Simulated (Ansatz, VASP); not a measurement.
# In in VASP and in Ansatz

```
CELL_PARAMETERS angstrom
3.36384 0.00000 0.00000
-1.68192 2.91317 0.00000
0.00000 0.00000 10.79971
ATOMIC_POSITIONS crystal
In 0.00000 0.00000 0.00000
In 0.33333 0.66667 0.25000
In 0.00000 0.00000 0.50000
In 0.66667 0.33333 0.75000
```

Alike in both runs: task single point; functional PBE; dispersion D3(BJ); k mesh 6 × 6 × 2; occupations gaussian, width 0.1 eV; no spin polarisation.

|  | VASP | Ansatz |
| --- | --- | --- |
| version | VASP 6.6.1 | Ansatz 0.2.0 |
| potentials or method | VASP PAW PBE potentials, release 64 (In_d), cutoff 520 eV | scalar-relativistic, plane waves, PAW |
| valence electrons in the cell | 52 | 52 |

|  | VASP | Ansatz | Ansatz less VASP |
| --- | --- | --- | --- |
| gap on the k mesh at the Fermi level (eV) | none | none | - |
| pressure (GPa) | -1.0 | -0.9 | +0.09 |
| traceless stress, the component that is largest in VASP (GPa) | 1.79 | 1.80 | +0.006 |

A gap of «none» marks a metal or a gap that the smearing closes.
